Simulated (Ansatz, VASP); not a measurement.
# One calculation of AgCl, two programs

The input POSCAR:

```
AgCl
1.0
    0.0000000000      2.7731838115      2.7731838115
    2.7731838115      0.0000000000      2.7731838115
    2.7731838115      2.7731838115      0.0000000000
Ag Cl
1 1
Direct
    0.0000000000      0.0000000000      0.0000000000
    0.5000000000      0.5000000000      0.5000000000
```

INCAR.step1

```
PREC     = Accurate       # precision mode
ENCUT    = 520            # plane-wave cutoff, eV
ISMEAR   = 0              # smearing method
SIGMA    = 0.01           # smearing width, eV
LREAL    = F              # projectors in reciprocal space
LASPH    = T              # aspherical terms in the spheres
NELM     = 60             # most SCF steps
NBANDS   = 16             # bands
GGA      = PE             # functional
ALGO     = Normal         # electronic algorithm
EDIFF    = 1E-4           # SCF threshold, eV
LWAVE    = T              # write WAVECAR
LCHARG   = F              # write CHGCAR
```

INCAR.step2

```
PREC     = Accurate       # precision mode
ENCUT    = 520            # plane-wave cutoff, eV
EDIFF    = 1E-7           # SCF threshold, eV
ISMEAR   = 0              # smearing method
SIGMA    = 0.01           # smearing width, eV
LREAL    = F              # projectors in reciprocal space
LASPH    = T              # aspherical terms in the spheres
NELM     = 60             # most SCF steps
ALGO     = Normal         # electronic algorithm
ISIF     = 2              # what is computed and relaxed
LWAVE    = F              # write WAVECAR
LCHARG   = F              # write CHGCAR
METAGGA  = R2SCAN         # meta-GGA
LMIXTAU  = T            
NBANDS   = 16             # bands
ISTART   = 1
```

File KPOINTS:

```
regular mesh
0
Gamma
  8 8 8
```

Input for Ansatz:

```yaml
crystal:
  lattice:
    - [0.0, 2.7731838115, 2.7731838115]
    - [2.7731838115, 0.0, 2.7731838115]
    - [2.7731838115, 2.7731838115, 0.0]
  atoms:
    - { symbol: Ag, position: [0.0, 0.0, 0.0] }
    - { symbol: Cl, position: [0.5, 0.5, 0.5] }
kpoints:
  mp_grid: { grid: [8, 8, 8] }
  band_path:
    path:
      - [0.0, 0.0, 0.0]
      - [0.5, 0.0, 0.5]
      - [0.625, 0.25, 0.625]
      - [0.375, 0.375, 0.75]
      - [0.5, 0.5, 0.5]
      - [0.5, 0.25, 0.75]
      - [0.0, 0.0, 0.5]
      - [0.0375, 0.0375, 0.075]
    npoints: 1
hamiltonian:
  xc: r2scan
scf:
  occupations: { method: fixed }
  n_extra_bands: 4
output:
  forces: true
  stress: true
  eigenvalues: true
  write_density: true
  write_potential: true
  elf: true
  volumetric_format: npy
```

Alike in both runs: task single point; functional r2SCAN; k mesh 8 × 8 × 8; no spin polarisation.

|  | VASP | Ansatz |
| --- | --- | --- |
| version | VASP 6.6.1 | Ansatz 0.2.0 |
| potentials or method | VASP PAW PBE potentials, release 64 (Ag, Cl) | plane waves, PAW |
| plane-wave cutoff (eV) | 520 | 500 |
| occupations | gaussian, width 0.01 eV | fixed |
| valence electrons in the cell | 18 | 26 |

Ansatz gave:

* gap on the k mesh at the Fermi level (eV): 1.48
* pressure (GPa): 0.0

What did VASP give for the same quantities?

gap on the k mesh at the Fermi level (eV): 1.42; pressure (GPa): -0.1.

VASP's potentials were made for PBE, not for r2SCAN. VASP's potentials hold 18 valence electrons a cell and Ansatz's 26, so a difference there can come from the potentials and not from the codes.
